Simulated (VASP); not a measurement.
# ZrSi2 (Cmcm) in VASP: settings compared

The runs below take ZrSi2 through single point, relaxation of cell and atoms, with LDA, PBEsol, PBE, r2SCAN.

All numbers are computed with VASP 6.6.1; they aren't measurements. Logs are shortened: lines on timing, memory, paths and dates and some standing lists are left out, and cuts for length are marked.

### 1 The cell of the first run

The structure is orthorhombic, space group Cmcm (No. 63). The conventional cell has a = 3.664 Å, b = 14.462 Å, c = 3.631 Å, α = 90.00°, β = 90.00°, γ = 90.00°. Zr (site symmetry m2m) has 10 Si at 2.68 to 2.93 Å and 6 Zr at 3.52 to 3.66 Å within 3.7 Å. Si (site symmetry m2m) has 2 Si at 2.40 Å and 6 Zr at 2.68 to 2.93 Å within 3.2 Å. Within 3.4 Å of Si (site symmetry m2m) lie 8 Si at 2.58 to 3.38 Å and 4 Zr at 2.78 to 2.79 Å.

### 2 Single point, LDA

File INCAR:

```
  ALGO = Normal
  EDIFF = 1E-6
  ENCUT = 520
  GGA = CA
  ISIF = 2
  ISMEAR = -1
  LASPH = T
  LCHARG = F
  LREAL = F
  LWAVE = F
  NBANDS = 29
  NELM = 80
  PREC = Accurate
  SIGMA = 0.1
```

File KPOINTS:

```
k-points
0
Gamma
  6 6 6
```

File POSCAR:

```
ZrSi2
1.0
    1.8320165860     -7.2310309182      0.0000000000
    1.8320165860      7.2310309182      0.0000000000
    0.0000000000      0.0000000000      3.6309143619
Zr Si
2 4
Direct
    0.8955379565      0.1044620435      0.2500000000
    0.1044620435      0.8955379565      0.7500000000
    0.5540589424      0.4459410576      0.2500000000
    0.4459410576      0.5540589424      0.7500000000
    0.2500607862      0.7499392138      0.2500000000
    0.7499392138      0.2500607862      0.7500000000
```

Potentials or basis: VASP PAW LDA potentials, release 64 (Zr_sv, Si).

The run is started by

```sh
$ cat potpaw_LDA.64/Zr_sv/POTCAR potpaw_LDA.64/Si/POTCAR > POTCAR
$ mpirun -np 1 vasp_std > vasp.out
```

OUTCAR:

```text
EDIFF = 1E-6
   ENCUT = 520
   GGA = CA
   ISIF = 2
   ISMEAR = -1
   LASPH = T
   LREAL = F
   NELM = 80
   PREC = Accurate

 ion  position               nearest neighbor table
   1  0.896  0.104  0.250-   4 2.68   4 2.68   4 2.68   4 2.68   6 2.78   6 2.78   5 2.79   5 2.79
                             3 2.93   3 2.93   2 3.52   2 3.52
   2  0.104  0.896  0.750-   3 2.68   3 2.68   3 2.68   3 2.68   5 2.78   5 2.78   6 2.79   6 2.79
                             4 2.93   4 2.93   1 3.52   1 3.52
   3  0.554  0.446  0.250-   4 2.40   4 2.40   2 2.68   2 2.68   2 2.68   2 2.68   1 2.93   1 2.93

   4  0.446  0.554  0.750-   3 2.40   3 2.40   1 2.68   1 2.68   1 2.68   1 2.68   2 2.93   2 2.93

   5  0.250  0.750  0.250-   6 2.58   6 2.58   6 2.58   6 2.58   2 2.78   2 2.78   1 2.79   1 2.79

   6  0.750  0.250  0.750-   5 2.58   5 2.58   5 2.58   5 2.58   1 2.78   1 2.78   2 2.79   2 2.79

  LATTYP: Found a base centered orthorhombic cell.
 ALAT       =     3.6640331720
 B/A-ratio  =     3.9470335441
 C/A-ratio  =     0.9909611053

  Lattice vectors:

 A1 = (   1.8320165860,  -7.2310309182,   0.0000000000)
 A2 = (   1.8320165860,   7.2310309182,   0.0000000000)
 A3 = (   0.0000000000,   0.0000000000,   3.6309143619)

Analysis of symmetry for initial positions (statically):
=====================================================================
 Subroutine PRICEL returns:
 Original cell was already a primitive cell.

 Routine SETGRP: Setting up the symmetry group for a
 base centered orthorhombic supercell.

 Subroutine GETGRP returns: Found  8 space group operations
 (whereof  4 operations were pure point group operations)
 out of a pool of  8 trial point group operations.

The static configuration has the point symmetry C_2h.
 The point group associated with its full space group is D_2h.

Analysis of symmetry for dynamics (positions and initial velocities):
=====================================================================
 Subroutine PRICEL returns:
 Original cell was already a primitive cell.

 Routine SETGRP: Setting up the symmetry group for a
 base centered orthorhombic supercell.

 Subroutine GETGRP returns: Found  8 space group operations
 (whereof  4 operations were pure point group operations)
 out of a pool of  8 trial point group operations.

The dynamic configuration has the point symmetry C_2h.
 The point group associated with its full space group is D_2h.

 Subroutine INISYM returns: Found  8 space group operations
 (whereof  4 operations are pure point group operations),
 and found     1 'primitive' translations

----------------------------------------------------------------------------------------

                                     Primitive cell

  volume of cell :      96.2001

  direct lattice vectors                    reciprocal lattice vectors
     1.832016586 -7.231030918  0.000000000     0.272923293 -0.069146434  0.000000000
     1.832016586  7.231030918  0.000000000     0.272923293  0.069146434  0.000000000
     0.000000000  0.000000000  3.630914362     0.000000000  0.000000000  0.275412720

  length of vectors
     7.459496827  7.459496827  3.630914362     0.281546361  0.281546361  0.275412720

  position of ions in fractional coordinates (direct lattice)
     0.895537957  0.104462043  0.250000000
     0.104462043  0.895537957  0.750000000
     0.554058942  0.445941058  0.250000000
     0.445941058  0.554058942  0.750000000
     0.250060786  0.749939214  0.250000000
     0.749939214  0.250060786  0.750000000

  ion indices of the primitive-cell ions
   primitive index   ion index
                 1           1
                 2           2
                 3           3
                 4           4
                 5           5
                 6           6

----------------------------------------------------------------------------------------

 KPOINTS: k-points

Automatic generation of k-mesh.
 Grid dimensions read from file:
 generate k-points for:    6    6    6

 Generating k-lattice:

  Cartesian coordinates                     Fractional coordinates (reciprocal lattice)
     0.045487216 -0.011524406  0.000000000     0.166666667  0.000000000  0.000000000
     0.045487216  0.011524406  0.000000000     0.000000000  0.166666667  0.000000000
     0.000000000  0.000000000  0.045902120     0.000000000  0.000000000  0.166666667

  Length of vectors
     0.046924393  0.046924393  0.045902120

  Shift w.r.t. Gamma in fractional coordinates (k-lattice)
     0.000000000  0.000000000  0.000000000

 Subroutine IBZKPT returns following result:
 ===========================================

 Found     52 irreducible k-points:

 Following reciprocal coordinates:
            Coordinates               Weight
  0.000000  0.000000  0.000000      1.000000
  0.166667  0.000000  0.000000      4.000000
  0.333333 -0.000000  0.000000      4.000000
  0.500000  0.000000  0.000000      2.000000
  0.166667  0.166667  0.000000      2.000000
  0.333333  0.166667  0.000000      4.000000
[... 16 lines left out ...]
  0.333333  0.333333  0.166667      4.000000
  0.500000  0.333333  0.166667      8.000000
 [... further k-points ...]
   k-points           NKPTS =     52   k-points in BZ     NKDIM =     52   number of bands    NBANDS=     29
   number of dos      NEDOS =    301   number of ions     NIONS =      6
   total plane-waves  NPLWV =  87808
   dimension x,y,z NGX =    56 NGY =   56 NGZ =   28
   dimension x,y,z NGXF=   112 NGYF=  112 NGZF=   56
   ions per type =               2   4
   NGX,Y,Z   is equivalent  to a cutoff of  12.48, 12.48, 12.82 a.u.
   NGXF,Y,Z  is equivalent  to a cutoff of  24.96, 24.96, 25.64 a.u.
 SYSTEM =  unknown system
   PREC   = accura    normal or accurate (medium, high low for compatibility)
   ISTART =      0    job   : 0-new  1-cont  2-samecut
   ICHARG =      2    charge: 1-file 2-atom 10-const
   ISPIN  =      1    spin polarized calculation?
   LNONCOLLINEAR =      F non collinear calculations
   LSORBIT =      F    spin-orbit coupling
   LASPH  =      T    aspherical Exc in radial PAW
   ENCUT  =  520.0 eV  38.22 Ry    6.18 a.u.  13.87 13.87  6.75*2*pi/ulx,y,z
   NELM   =     80;   NELMIN=  2; NELMDL= -5     # of ELM steps
   EDIFF  = 0.1E-05   stopping-criterion for ELM
   LREAL  =      F    real-space projection
   EDIFFG = 0.1E-04   stopping-criterion for IOM
   NSW    =      0    number of steps for IOM
   IBRION =     -1    ionic relax: 0-MD 1-quasi-New 2-CG
   NFREE  =      0    steps in history (QN), initial steepest desc. (CG)
   ISIF   =      2    stress and relaxation
   ISYM   =      2    0-nonsym 1-usesym 2-fastsym
   POTIM  = 0.5000    time-step for ionic-motion
   TEBEG  =    0.0;   TEEND  =   0.0 temperature during run
   PSTRESS=    0.0 pullay stress
   NELECT =      40.0000    total number of electrons
   NUPDOWN=      -1.0000    fix difference up-down
   EMIN   =  10.00;   EMAX   =-10.00  energy-range for DOS
   EFERMI =   0.00;   METHOD = LEGACY
   ISMEAR =    -1;   SIGMA  =   0.10  broadening in eV -4-tet -1-fermi 0-gaus
   EFERMI_NEDOS =   21; number of points for ismear=-14 and -15
   IALGO  =     38    algorithm
   IMIX   =      4    mixing-type and parameters
     AMIX     =   0.40;   BMIX     =  1.00
     AMIX_MAG =   1.60;   BMIX_MAG =  1.00
  volume/ion in A,a.u.               =      16.03       108.20
  Fermi-wavevector in a.u.,A,eV,Ry     =   1.221902  2.309059 20.314095  1.493044
  Thomas-Fermi vector in A             =   2.357068
   LORBIT       =      0    0 simple, 1 ext, 2 COOP (PROOUT), +10 PAW based schemes
   GGA     = CA    functional components
   LHFCALC =     F    Hartree Fock is set to
   AEXX    =    0.0000 exact exchange contribution
   IVDW    =     0    specifies the selected vdW correction
   LEPSILON=     F    determine dielectric tensor
   LRPA    =     F    only Hartree local field effects (RPA)
 non-spin polarized calculation
  energy-cutoff  :      520.00
  volume of cell :       96.20
 maximum number of plane-waves:      2613
   NGX = 27   NGY = 27   NGZ = 13

 number of electron      39.9999999 magnetization

 Free energy of the ion-electron system (eV)
  ---------------------------------------------------
  ext. energy  EPLUGINS =         0.00000000
  ---------------------------------------------------
  free energy    TOTEN  =       -47.00444155 eV

  energy without entropy =      -46.95593057  energy(sigma->0) =      -46.98018606

 E-fermi :  10.4581     XC(G=0): -11.5952

 val. band max:       10.4443129079   @ k =  -0.1667   0.1667   0.0000
 cond. band min:      10.4959457979   @ k =   0.0000   0.0000   0.0000
 fundamental gap:      0.0516328900
 Fermi energy:        10.4581305597

 k-point     1 :       0.0000    0.0000    0.0000
  band No.  band energies     occupation
      1     -37.8988      2.00000
      2     -37.8811      2.00000
      3     -16.3433      2.00000
      4     -16.1716      2.00000
      5     -16.1419      2.00000
      6     -16.1305      2.00000
[... 21 lines left out ...]
     28      13.4074      0.00000
     29      14.5224      0.00000

 k-point     2 :       0.1667    0.0000    0.0000
  band No.  band energies     occupation
      1     -37.8958      2.00000
      2     -37.8784      2.00000
      3     -16.3319      2.00000
      4     -16.2284      2.00000
      5     -16.1922      2.00000
      6     -16.1273      2.00000
[... 21 lines left out ...]
     28      13.7419      0.00000
     29      14.5501      0.00000

 k-point     3 :       0.3333   -0.0000    0.0000
  band No.  band energies     occupation
      1     -37.8900      2.00000
      2     -37.8730      2.00000
      3     -16.3419      2.00000
      4     -16.3071      2.00000
      5     -16.2905      2.00000
      6     -16.1211      2.00000
[... 638 lines left out ...]
      5     -16.2850      2.00000
      6     -16.1748      2.00000
[... 21 lines left out ...]
     28      14.5996      0.00000
     29      14.6137      0.00000

 k-point    24 :       0.5000    0.3333    0.1667
  band No.  band energies     occupation
      1     -37.8914      2.00000
      2     -37.8768      2.00000
      3     -16.3059      2.00000
      4     -16.2197      2.00000
      5     -16.1921      2.00000
      6     -16.1846      2.00000
[... 21 lines left out ...]
     28      14.4265      0.00000
     29      14.5564      0.00000

 [... further k-points ...]

------------------------ aborting loop because EDIFF is reached ----------------------------------------

  FORCE on cell =-STRESS in cart. coord.  units (eV):
  Direction    XX          YY          ZZ          XY          YZ          ZX
  --------------------------------------------------------------------------------------
  -------------------------------------------------------------------------------------
  Total        0.1040801      0.0867461      0.1050689      0.0000000     -0.0000000      0.0000000
  in kB        1.7334154      1.4447240      1.7498831      0.0000000     -0.0000000      0.0000000
  external PRESSURE =       1.6426742 kB  Pullay stress =       0.0000000 kB

 VOLUME and BASIS-vectors are now :
 -----------------------------------------------------------------------------
  energy-cutoff  :      520.00
  volume of cell :       96.20
      direct lattice vectors                 reciprocal lattice vectors
     1.832016586 -7.231030918  0.000000000     0.272923293 -0.069146434  0.000000000
     1.832016586  7.231030918  0.000000000     0.272923293  0.069146434  0.000000000
     0.000000000  0.000000000  3.630914362     0.000000000  0.000000000  0.275412720

 POSITION                                       TOTAL-FORCE (eV/Angst)
 -----------------------------------------------------------------------------------
      1.83202     -5.72029      0.90773         0.000000     -0.003063     -0.000000
      1.83202      5.72029      2.72319         0.000000      0.003063      0.000000
      1.83202     -0.78180      0.90773         0.000000      0.006349     -0.000000
      1.83202      0.78180      2.72319         0.000000     -0.006349      0.000000
      1.83202      3.61464      0.90773         0.000000     -0.000013      0.000000
      1.83202     -3.61464      2.72319         0.000000      0.000013      0.000000
 -----------------------------------------------------------------------------------
    total drift:                                0.000000     -0.000000     -0.000000

  FREE ENERGIE OF THE ION-ELECTRON SYSTEM (eV)
  ---------------------------------------------------
  free  energy   TOTEN  =       -47.0044415480 eV

  energy  without entropy=      -46.9559305743  energy(sigma->0) =      -46.98018606
```

Run time: 3.1 min. Hardware: 1 thread of Intel Xeon Platinum 8488C (Sapphire Rapids), shared host; peak memory 0.29 GiB.

Results:

```
Free energy            : -47.0044 eV
Pressure               : 0.2 GPa
Largest force          : 0.006 eV/Å
Band gap on the k mesh : zero (bands 20 and 21 overlap by 0.88 eV)
```

Forces on the atoms (eV/Å):
```
Zr   0.000 -0.003  0.000
Zr   0.000  0.003  0.000
Si   0.000  0.006  0.000
Si   0.000 -0.006  0.000
Si   0.000  0.000  0.000
Si   0.000  0.000  0.000
```

### 3 Single point, PBEsol

This run uses another cell than the first one, of 16.32 Å³/atom.

File INCAR:

```
  ALGO = Normal
  EDIFF = 1E-7
  ENCUT = 520
  GGA = PS
  ISIF = 2
  ISMEAR = -1
  LASPH = T
  LCHARG = F
  LREAL = F
  LWAVE = F
  NBANDS = 29
  NELM = 100
  PREC = Accurate
  SIGMA = 0.1
```

KPOINTS is that of step 2.

File POSCAR:

```
ZrSi2
1.0
    1.8444876811     -7.2679884827      0.0000000000
    1.8444876811      7.2679884827      0.0000000000
    0.0000000000      0.0000000000      3.6524189087
Zr Si
2 4
Direct
    0.8956097978      0.1043902022      0.2500000000
    0.1043902022      0.8956097978      0.7500000000
    0.5542602325      0.4457397675      0.2500000000
    0.4457397675      0.5542602325      0.7500000000
    0.2500934807      0.7499065193      0.2500000000
    0.7499065193      0.2500934807      0.7500000000
```

Potentials or basis: VASP PAW PBE potentials, release 64 (Zr_sv, Si).

The run is started by

```sh
$ cat potpaw_PBE.64/Zr_sv/POTCAR potpaw_PBE.64/Si/POTCAR > POTCAR
$ mpirun -np 1 vasp_std > vasp.out
```

Wall time 3.2 min (1 thread of Intel Xeon Platinum 8488C (Sapphire Rapids), shared host); peak memory 0.33 GiB.

It converged, with:

- Free energy: -45.7240 eV
- Pressure: 0.1 GPa
- Band gap on the k mesh: zero (bands 20 and 21 overlap by 0.84 eV)

Levels at points of the mesh, in eV from the Fermi level:
```tsv
k point	band 17	band 18	band 19	band 20	band 21	band 22	band 23	band 24
(0.00, 0.00, 0.00)	-2.44	-2.40	-2.30	0.01	1.05	1.39	1.48	1.58
(0.50, 0.00, 0.00)	-1.75	-1.57	-0.88	-0.49	-0.44	0.97	1.01	2.13
(0.50, 0.50, 0.00)	-2.67	-1.92	-1.46	0.40	0.96	1.14	1.43	1.71
(0.00, 0.00, 0.50)	-1.97	-1.97	-0.08	-0.08	0.25	0.25	1.57	1.57
(0.50, 0.00, 0.50)	-3.21	-3.21	-2.22	-2.22	2.23	2.23	3.10	3.10
(0.50, 0.50, 0.50)	-2.32	-2.32	-0.96	-0.96	0.10	0.10	2.31	2.31
```

Caveat: the PAW data sets were made with another functional, which shifts forces and pressure a little.

### 4 Single point, PBE

This run uses another cell than the first one, of 16.82 Å³/atom.

File INCAR:

```
SYSTEM = ZrSi2
PREC = Accurate
ENCUT = 520
EDIFF = 1E-6
ISMEAR = -1
SIGMA = 0.1
LREAL = .FALSE.
LASPH = .TRUE.
NELM = 100
ALGO = Normal
ISIF = 2
LWAVE = .FALSE.
LCHARG = .FALSE.
GGA = PE
NBANDS = 29
```

File KPOINTS:

```
regular mesh
0
G
  6 6 6
  0 0 0
```

File POSCAR:

```
ZrSi2
1.0
    1.8593226831     -7.3828607887      0.0000000000
    1.8593226831      7.3828607887      0.0000000000
    0.0000000000      0.0000000000      3.6752149446
Zr Si
2 4
Direct
    0.8949172440      0.1050827560      0.2500000000
    0.1050827560      0.8949172440      0.7500000000
    0.5533187997      0.4466812003      0.2500000000
    0.4466812003      0.5533187997      0.7500000000
    0.2501649880      0.7498350120      0.2500000000
    0.7498350120      0.2501649880      0.7500000000
```

Potentials or basis: VASP PAW PBE potentials, release 64 (Zr_sv, Si).

The run is started by

```sh
$ cat potpaw_PBE.64/Zr_sv/POTCAR potpaw_PBE.64/Si/POTCAR > POTCAR
$ mpirun -np 1 vasp_std > vasp.out
```

OUTCAR:

```text
SYSTEM = ZrSi2
   PREC = Accurate
   ENCUT = 520
   EDIFF = 1E-6
   ISMEAR = -1
   LREAL = .FALSE.
   LASPH = .TRUE.
   NELM = 100
   ISIF = 2
   GGA = PE

 ion  position               nearest neighbor table
   1  0.895  0.105  0.250-   4 2.72   4 2.72   4 2.72   4 2.72   6 2.82   6 2.82   5 2.83   5 2.83
                             3 2.99   3 2.99   2 3.61   2 3.61
   2  0.105  0.895  0.750-   3 2.72   3 2.72   3 2.72   3 2.72   5 2.82   5 2.82   6 2.83   6 2.83
                             4 2.99   4 2.99   1 3.61   1 3.61
[... 985 lines left out ...]
  -------------------------------------------------------------------------------------
  Total       -0.0004541     -0.0179284     -0.0194853      0.0000000     -0.0000000      0.0000000
  in kB       -0.0072099     -0.2846823     -0.3094044      0.0000000     -0.0000000      0.0000000
  external PRESSURE =      -0.2004322 kB  Pullay stress =       0.0000000 kB

 VOLUME and BASIS-vectors are now :
 -----------------------------------------------------------------------------
  energy-cutoff  :      520.00
  volume of cell :      100.90
      direct lattice vectors                 reciprocal lattice vectors
     1.859322683 -7.382860789  0.000000000     0.268915129 -0.067724425  0.000000000
     1.859322683  7.382860789  0.000000000     0.268915129  0.067724425  0.000000000
     0.000000000  0.000000000  3.675214945     0.000000000  0.000000000  0.272092929

 POSITION                                       TOTAL-FORCE (eV/Angst)
 -----------------------------------------------------------------------------------
      1.85932     -5.83124      0.91880         0.000000     -0.004955      0.000000
      1.85932      5.83124      2.75641         0.000000      0.004955     -0.000000
      1.85932     -0.78729      0.91880         0.000000      0.008328     -0.000000
      1.85932      0.78729      2.75641         0.000000     -0.008328     -0.000000
      1.85932      3.68899      0.91880         0.000000      0.000315     -0.000000
      1.85932     -3.68899      2.75641         0.000000     -0.000315     -0.000000
 -----------------------------------------------------------------------------------
    total drift:                                0.000000      0.000000     -0.000000

  FREE ENERGIE OF THE ION-ELECTRON SYSTEM (eV)
  ---------------------------------------------------
  free  energy   TOTEN  =       -42.7335735401 eV

  energy  without entropy=      -42.6833093115  energy(sigma->0) =      -42.70844143
```

It took 3.1 min on 1 thread of Intel Xeon Platinum 8488C (Sapphire Rapids), shared host; peak memory 0.36 GiB.

Results:

* Free energy: -42.7336 eV
* Pressure: 0.0 GPa
* Largest force: 0.008 eV/Å
* Band gap on the k mesh: zero (bands 20 and 21 overlap by 0.77 eV)

Forces in eV/Å, atoms in the order of the input:
```
Zr   0.000 -0.005  0.000
Zr   0.000  0.005  0.000
Si   0.000  0.008  0.000
Si   0.000 -0.008  0.000
Si   0.000  0.000  0.000
Si   0.000  0.000  0.000
```

(Part 1 of 2 ends here.)
